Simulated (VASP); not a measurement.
# BeS (F-43m) in VASP: further runs

Runs on BeS. Level: PBE. Tasks: single point.

Program: VASP 6.6.1. These are calculated values, not measurements. Logs are shortened: lines on timing, memory, paths and dates and some standing lists are left out, and cuts for length are marked.

### 1 The cell of the first run

Symmetry: F-43m, No. 216, cubic system. Conventional cell: a = 4.771 Å, b = 4.771 Å, c = 4.771 Å, α = 90.00°, β = 90.00°, γ = 90.00°. Be (site symmetry -43m) has 4 S at 2.07 Å within 2.7 Å. S (site symmetry -43m) has 4 Be at 2.07 Å within 2.7 Å.

### 2 Single point, PBE (strain -2.0%)

INCAR reads:

```
SYSTEM = BeS
ALGO     = Normal         ! electronic algorithm
EDIFF    = 1E-6           ! SCF threshold, eV
ENCUT    = 520            ! plane-wave cutoff, eV
GGA      = PE             ! functional
ISIF     = 2              ! what is computed and relaxed
ISMEAR   = 0              ! smearing method
LASPH    = .True.         ! aspherical terms in the spheres
LCHARG   = .False.        ! write CHGCAR
LREAL    = .False.        ! projectors in reciprocal space
LWAVE    = .False.        ! write WAVECAR
NBANDS   = 11             ! bands
NELM     = 100            ! most SCF steps
PREC     = Accurate       ! precision mode
SIGMA    = 0.01           ! smearing width, eV
```

KPOINTS reads:

```
k-points
0
Gamma
  6 6 6
  0 0 0
```

POSCAR reads:

```
BeS
1.0
    0.0000000000      2.3856201057      2.3856201057
    2.3856201057      0.0000000000      2.3856201057
    2.3856201057      2.3856201057      0.0000000000
Be S
1 1
Direct
    0.0000000000      0.0000000000      0.0000000000
    0.2500000000      0.2500000000      0.2500000000
```

Potentials or basis: VASP PAW PBE potentials, release 64 (Be, S).

Command:

```sh
> cat potpaw_PBE.64/Be/POTCAR potpaw_PBE.64/S/POTCAR > POTCAR
> mpirun -np 1 vasp_std > vasp.out
```

OUTCAR:

```text
SYSTEM = BeS
   EDIFF = 1E-6
   ENCUT = 520
   GGA = PE
   ISIF = 2
   ISMEAR = 0
   LASPH = .True.
   LREAL = .False.
   NELM = 100
   PREC = Accurate

 ion  position               nearest neighbor table
   1  0.000  0.000  0.000-   2 2.07   2 2.07   2 2.07   2 2.07
   2  0.250  0.250  0.250-   1 2.07   1 2.07   1 2.07   1 2.07

  LATTYP: Found a face centered cubic cell.
 ALAT       =     4.7712402114

  Lattice vectors:

 A1 = (   0.0000000000,   2.3856201057,   2.3856201057)
 A2 = (   2.3856201057,   0.0000000000,   2.3856201057)
 A3 = (   2.3856201057,   2.3856201057,   0.0000000000)

Analysis of symmetry for initial positions (statically):
=====================================================================
 Subroutine PRICEL returns:
 Original cell was already a primitive cell.

 Routine SETGRP: Setting up the symmetry group for a
 face centered cubic supercell.

 Subroutine GETGRP returns: Found 24 space group operations
 (whereof 24 operations were pure point group operations)
 out of a pool of 48 trial point group operations.

The static configuration has the point symmetry T_d .

Analysis of symmetry for dynamics (positions and initial velocities):
=====================================================================
 Subroutine PRICEL returns:
 Original cell was already a primitive cell.

 Routine SETGRP: Setting up the symmetry group for a
 face centered cubic supercell.

 Subroutine GETGRP returns: Found 24 space group operations
 (whereof 24 operations were pure point group operations)
 out of a pool of 48 trial point group operations.

The dynamic configuration has the point symmetry T_d .

 Subroutine INISYM returns: Found 24 space group operations
 (whereof 24 operations are pure point group operations),
 and found     1 'primitive' translations

----------------------------------------------------------------------------------------

                                     Primitive cell

  volume of cell :      27.1540

  direct lattice vectors                    reciprocal lattice vectors
     0.000000000  2.385620106  2.385620106    -0.209589112  0.209589112  0.209589112
     2.385620106  0.000000000  2.385620106     0.209589112 -0.209589112  0.209589112
     2.385620106  2.385620106  0.000000000     0.209589112  0.209589112 -0.209589112

  length of vectors
     3.373776308  3.373776308  3.373776308     0.363018991  0.363018991  0.363018991

  position of ions in fractional coordinates (direct lattice)
     0.000000000  0.000000000  0.000000000
     0.250000000  0.250000000  0.250000000

  ion indices of the primitive-cell ions
   primitive index   ion index
                 1           1
                 2           2

----------------------------------------------------------------------------------------

 KPOINTS: k-points

Automatic generation of k-mesh.
 Grid dimensions read from file:
 generate k-points for:    6    6    6

 Generating k-lattice:

  Cartesian coordinates                     Fractional coordinates (reciprocal lattice)
    -0.034931519  0.034931519  0.034931519     0.166666667  0.000000000  0.000000000
     0.034931519 -0.034931519  0.034931519     0.000000000  0.166666667  0.000000000
     0.034931519  0.034931519 -0.034931519     0.000000000  0.000000000  0.166666667

  Length of vectors
     0.060503165  0.060503165  0.060503165

  Shift w.r.t. Gamma in fractional coordinates (k-lattice)
     0.000000000  0.000000000  0.000000000

 Subroutine IBZKPT returns following result:
 ===========================================

 Found     16 irreducible k-points:

 Following reciprocal coordinates:
            Coordinates               Weight
  0.000000  0.000000  0.000000      1.000000
  0.166667  0.000000  0.000000      8.000000
  0.333333  0.000000  0.000000      8.000000
  0.500000  0.000000  0.000000      4.000000
  0.166667  0.166667  0.000000      6.000000
  0.333333  0.166667  0.000000     24.000000
[... 8 lines left out ...]
 -0.333333  0.333333  0.166667     24.000000
 -0.333333  0.500000  0.166667     12.000000
   k-points           NKPTS =     16   k-points in BZ     NKDIM =     16   number of bands    NBANDS=     11
   number of dos      NEDOS =    301   number of ions     NIONS =      2
   total plane-waves  NPLWV =  21952
   dimension x,y,z NGX =    28 NGY =   28 NGZ =   28
   dimension x,y,z NGXF=    56 NGYF=   56 NGZF=   56
   ions per type =               1   1
   NGX,Y,Z   is equivalent  to a cutoff of  13.80, 13.80, 13.80 a.u.
   NGXF,Y,Z  is equivalent  to a cutoff of  27.59, 27.59, 27.59 a.u.
 SYSTEM =  BeS
   PREC   = accura    normal or accurate (medium, high low for compatibility)
   ISTART =      0    job   : 0-new  1-cont  2-samecut
   ICHARG =      2    charge: 1-file 2-atom 10-const
   ISPIN  =      1    spin polarized calculation?
   LNONCOLLINEAR =      F non collinear calculations
   LSORBIT =      F    spin-orbit coupling
   LASPH  =      T    aspherical Exc in radial PAW
   ENCUT  =  520.0 eV  38.22 Ry    6.18 a.u.   6.27  6.27  6.27*2*pi/ulx,y,z
   NELM   =    100;   NELMIN=  2; NELMDL= -5     # of ELM steps
   EDIFF  = 0.1E-05   stopping-criterion for ELM
   LREAL  =      F    real-space projection
   EDIFFG = 0.1E-04   stopping-criterion for IOM
   NSW    =      0    number of steps for IOM
   IBRION =     -1    ionic relax: 0-MD 1-quasi-New 2-CG
   NFREE  =      0    steps in history (QN), initial steepest desc. (CG)
   ISIF   =      2    stress and relaxation
   ISYM   =      2    0-nonsym 1-usesym 2-fastsym
   POTIM  = 0.5000    time-step for ionic-motion
   TEBEG  =    0.0;   TEEND  =   0.0 temperature during run
   PSTRESS=    0.0 pullay stress
   NELECT =       8.0000    total number of electrons
   NUPDOWN=      -1.0000    fix difference up-down
   EMIN   =  10.00;   EMAX   =-10.00  energy-range for DOS
   EFERMI =   0.00;   METHOD = LEGACY
   ISMEAR =     0;   SIGMA  =   0.01  broadening in eV -4-tet -1-fermi 0-gaus
   EFERMI_NEDOS =   21; number of points for ismear=-14 and -15
   IALGO  =     38    algorithm
   IMIX   =      4    mixing-type and parameters
     AMIX     =   0.40;   BMIX     =  1.00
     AMIX_MAG =   1.60;   BMIX_MAG =  1.00
  volume/ion in A,a.u.               =      13.58        91.62
  Fermi-wavevector in a.u.,A,eV,Ry     =   1.089332  2.058539 16.145271  1.186644
  Thomas-Fermi vector in A             =   2.225533
   LORBIT       =      0    0 simple, 1 ext, 2 COOP (PROOUT), +10 PAW based schemes
   GGA     = PE    functional components
   LHFCALC =     F    Hartree Fock is set to
   AEXX    =    0.0000 exact exchange contribution
   IVDW    =     0    specifies the selected vdW correction
   LEPSILON=     F    determine dielectric tensor
   LRPA    =     F    only Hartree local field effects (RPA)
 non-spin polarized calculation
 Gauss-broadening in eV      SIGMA  =   0.01
  energy-cutoff  :      520.00
  volume of cell :       27.15
 maximum number of plane-waves:       751
 NGX is ok and might be reduce to    28
   NGX = 13   NGY = 13   NGZ = 13

 number of electron       8.0000001 magnetization

 Free energy of the ion-electron system (eV)
  ---------------------------------------------------
  ext. energy  EPLUGINS =         0.00000000
  ---------------------------------------------------
  free energy    TOTEN  =        -9.97251048 eV

  energy without entropy =       -9.97251048  energy(sigma->0) =       -9.97251048

 E-fermi :   4.8241     XC(G=0):  -9.9347

 val. band max:        4.6987185159   @ k =   0.0000   0.0000   0.0000
 cond. band min:       7.6922856830   @ k =   0.5000   0.5000   0.0000
 fundamental gap:      2.9935671671
 Fermi energy:         4.8241105689

 k-point     1 :       0.0000    0.0000    0.0000
  band No.  band energies     occupation
      1      -9.3352      2.00000
      2       4.6987      2.00000
      3       4.6987      2.00000
      4       4.6987      2.00000
      5      10.3411      0.00000
      6      10.3411      0.00000
      7      10.3411      0.00000
      8      11.0091      0.00000
      9      17.6060      0.00000
     10      17.6060      0.00000
     11      19.9527      0.00000

 k-point     2 :       0.1667    0.0000    0.0000
  band No.  band energies     occupation
      1      -9.0033      2.00000
      2       2.7150      2.00000
      3       4.3462      2.00000
      4       4.3462      2.00000
      5      10.4066      0.00000
      6      10.9421      0.00000
      7      10.9421      0.00000
      8      12.9423      0.00000
      9      16.6534      0.00000
     10      16.6534      0.00000
     11      19.4999      0.00000

 k-point     3 :       0.3333    0.0000    0.0000
  band No.  band energies     occupation
      1      -8.1654      2.00000
      2      -0.1022      2.00000
      3       3.8104      2.00000
      4       3.8104      2.00000
      5      10.3802      0.00000
      6      11.3639      0.00000
      7      11.3639      0.00000
      8      15.4320      0.00000
      9      17.4534      0.00000
     10      17.4534      0.00000
     11      19.2996      0.00000

 k-point     4 :       0.5000    0.0000    0.0000
  band No.  band energies     occupation
      1      -7.5851      2.00000
      2      -1.4154      2.00000
      3       3.5946      2.00000
      4       3.5946      2.00000
      5      10.3547      0.00000
      6      11.2428      0.00000
      7      11.2428      0.00000
      8      16.1332      0.00000
      9      19.8661      0.00000
     10      19.8661      0.00000
     11      20.3467      0.00000
[... 127 lines left out ...]
 k-point    14 :       0.5000    0.3333    0.1667
  band No.  band energies     occupation
      1      -7.5414      2.00000
      2       0.0923      2.00000
      3       1.5172      2.00000
      4       2.6515      2.00000
      5      10.4827      0.00000
      6      11.7107      0.00000
      7      12.7363      0.00000
      8      15.2397      0.00000
      9      17.6325      0.00000
     10      19.6614      0.00000
     11      21.8290      0.00000

 k-point    15 :      -0.3333    0.3333    0.1667
  band No.  band energies     occupation
      1      -7.1149      2.00000
      2      -0.4436      2.00000
      3       1.0572      2.00000
      4       2.1399      2.00000
      5      10.8743      0.00000
      6      11.8310      0.00000
      7      14.4292      0.00000
      8      15.1361      0.00000
      9      16.1847      0.00000
     10      20.5574      0.00000
     11      21.5078      0.00000

 k-point    16 :      -0.3333    0.5000    0.1667
  band No.  band energies     occupation
      1      -6.9449      2.00000
      2      -0.1381      2.00000
      3       1.0633      2.00000
      4       1.2779      2.00000
      5       9.8386      0.00000
      6      11.3860      0.00000
      7      14.9773      0.00000
      8      15.4390      0.00000
      9      19.4357      0.00000
     10      19.7196      0.00000
     11      22.1005      0.00000

------------------------ aborting loop because EDIFF is reached ----------------------------------------

  FORCE on cell =-STRESS in cart. coord.  units (eV):
  Direction    XX          YY          ZZ          XY          YZ          ZX
  --------------------------------------------------------------------------------------
  -------------------------------------------------------------------------------------
  Total        1.1714741      1.1714741      1.1714741      0.0000000      0.0000000      0.0000000
  in kB       69.1209047     69.1209047     69.1209047      0.0000000      0.0000000      0.0000000
  external PRESSURE =      69.1209047 kB  Pullay stress =       0.0000000 kB

 VOLUME and BASIS-vectors are now :
 -----------------------------------------------------------------------------
  energy-cutoff  :      520.00
  volume of cell :       27.15
      direct lattice vectors                 reciprocal lattice vectors
     0.000000000  2.385620106  2.385620106    -0.209589112  0.209589112  0.209589112
     2.385620106  0.000000000  2.385620106     0.209589112 -0.209589112  0.209589112
     2.385620106  2.385620106  0.000000000     0.209589112  0.209589112 -0.209589112

 POSITION                                       TOTAL-FORCE (eV/Angst)
 -----------------------------------------------------------------------------------
      0.00000      0.00000      0.00000         0.000000      0.000000      0.000000
      1.19281      1.19281      1.19281        -0.000000     -0.000000     -0.000000
 -----------------------------------------------------------------------------------
    total drift:                                0.000000      0.000000     -0.000000

  FREE ENERGIE OF THE ION-ELECTRON SYSTEM (eV)
  ---------------------------------------------------
  free  energy   TOTEN  =        -9.9725104754 eV

  energy  without entropy=       -9.9725104754  energy(sigma->0) =       -9.97251048
```

Run time: 8.2 s. Hardware: 1 thread of AMD EPYC 7R43 (Zen 3), shared host; peak memory 0.11 GiB.

What came out:

```
Free energy            : -9.9725 eV
Pressure               : 6.9 GPa
Band gap on the k mesh : 2.99 eV, indirect (least direct gap 5.64 eV)
```

Caveat: the cell differs from its parent crystal (strain -2.0%).

### 3 Single point, PBE (strain -1.0%)

INCAR reads:

```
PREC = Accurate
ENCUT = 520
EDIFF = 1E-7
ISMEAR = 0
SIGMA = 0.01
LREAL = F
LASPH = T
NELM = 100
ALGO = Normal
ISIF = 2
LWAVE = F
LCHARG = F
GGA = PE
NBANDS = 11
```

KPOINTS reads:

```
regular mesh
0
Gamma
  6 6 6
```

POSCAR reads:

```
BeS
1.0
    0.0000000000      2.4099631680      2.4099631680
    2.4099631680      0.0000000000      2.4099631680
    2.4099631680      2.4099631680      0.0000000000
Be S
1 1
Direct
    0.0000000000      0.0000000000      0.0000000000
    0.2500000000      0.2500000000      0.2500000000
```

Potentials or basis: VASP PAW PBE potentials, release 64 (Be, S).

Command:

```sh
> cat potpaw_PBE.64/Be/POTCAR potpaw_PBE.64/S/POTCAR > POTCAR
> mpirun -np 1 vasp_std > vasp.out
```

It took 9.9 s on 1 thread of AMD EPYC 7R43 (Zen 3), shared host; peak memory 0.11 GiB.

It converged, with:

- Free energy: -9.9998 eV
- Pressure: 3.5 GPa
- Band gap on the k mesh: 3.07 eV, indirect (least direct gap 5.66 eV)

Levels at points of the mesh, in eV from the valence-band top:
```
           k point  band 1  band 2  band 3  band 4  band 5  band 6  band 7  band 8
(0.00, 0.00, 0.00)  -13.82    0.00    0.00    0.00    5.66    5.66    5.66    6.05
(0.50, 0.00, 0.00)  -12.16   -5.91   -1.06   -1.06    5.55    6.56    6.56   11.30
(0.50, 0.50, 0.00)  -11.60   -5.12   -2.71   -2.71    3.07    4.90   12.93   12.93
```

Caveat: the cell differs from its parent crystal (strain -1.0%).
